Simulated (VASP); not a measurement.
Write the native input for VASP 6.6.1 that does the following.

```yaml
Task: single point
Functional: r2SCAN50
Potentials_or_basis: VASP PAW PBE potentials, release 64 (Pt, Al)
Cutoff: 520 eV
k_mesh: 4 × 4 × 4
Occupations: fermi-dirac, width 0.05 eV
Spin: no spin polarisation
Dipole_correction: no
Grid_for_exact_exchange_PRECFOCK: Normal
Further_INCAR_settings: ALGO = Normal; EDIFF = 1e-06; NBANDS = 15
Share_of_exact_exchange: 0.5
```

Crystal: Al2Pt.

```
Pt Al
1.0
     0.00000    2.95500    2.95500
     2.95500    0.00000    2.95500
     2.95500    2.95500    0.00000
Pt Al
1 2
Direct
  0.00000 0.00000 0.00000
  0.75000 0.75000 0.75000
  0.25000 0.25000 0.25000
```

These files were run (other wordings do the same):

POSCAR

```
Al2Pt
1.0
    0.0000000000      2.9550000000      2.9550000000
    2.9550000000      0.0000000000      2.9550000000
    2.9550000000      2.9550000000      0.0000000000
Pt Al
1 2
Direct
    0.0000000000      0.0000000000      0.0000000000
    0.7500000000      0.7500000000      0.7500000000
    0.2500000000      0.2500000000      0.2500000000
```

INCAR.step1

```
PREC = Accurate
ENCUT = 520
EDIFF = 1E-5
ISMEAR = -1
SIGMA = 0.05
LREAL = False
LASPH = True
NELM = 100
ALGO = Normal
ISIF = 2
LWAVE = True
GGA = PE
NBANDS = 15
```

INCAR.step2

```
PREC = Accurate
ENCUT = 520
EDIFF = 1E-6
ISMEAR = -1
SIGMA = 0.05
LREAL = False
LASPH = True
NELM = 100
ALGO = Normal
ISIF = 2
LWAVE = False
LCHARG = True
METAGGA = R2SCAN
LHFCALC = True
AEXX = 0.5
LMIXTAU = True
PRECFOCK = Normal
LELF = True
LVHAR = True
ISTART = 1
NBANDS = 15
```

KPOINTS

```
regular mesh
0
Gamma
  4 4 4
```

Potentials or basis: VASP PAW PBE potentials, release 64 (Pt, Al).

The run is started by

```bash
$ cat potpaw_PBE.64/Pt/POTCAR potpaw_PBE.64/Al/POTCAR > POTCAR
$ cp INCAR.step1 INCAR
$ mpirun -np 1 vasp_std > vasp.out
$ cp INCAR.step2 INCAR
$ mpirun -np 1 vasp_std > vasp.out
```

Results of the run:

```json
{
 "Pressure": "-3.7 GPa",
 "Band gap on the k mesh": "zero (bands 8 and 9 overlap by 8.38 eV)"
}
```

Caveat: the k points lie up to 0.46 Å⁻¹ apart, too coarse for converged energies and pressures of a metal; the PAW data sets were made with another functional, which shifts forces and pressure a little; spin-orbit coupling is left out, which moves the levels of the heavy elements.

It took 24 min on 1 thread of AMD EPYC 7R13 (shared host), peak memory 0.17 GiB.
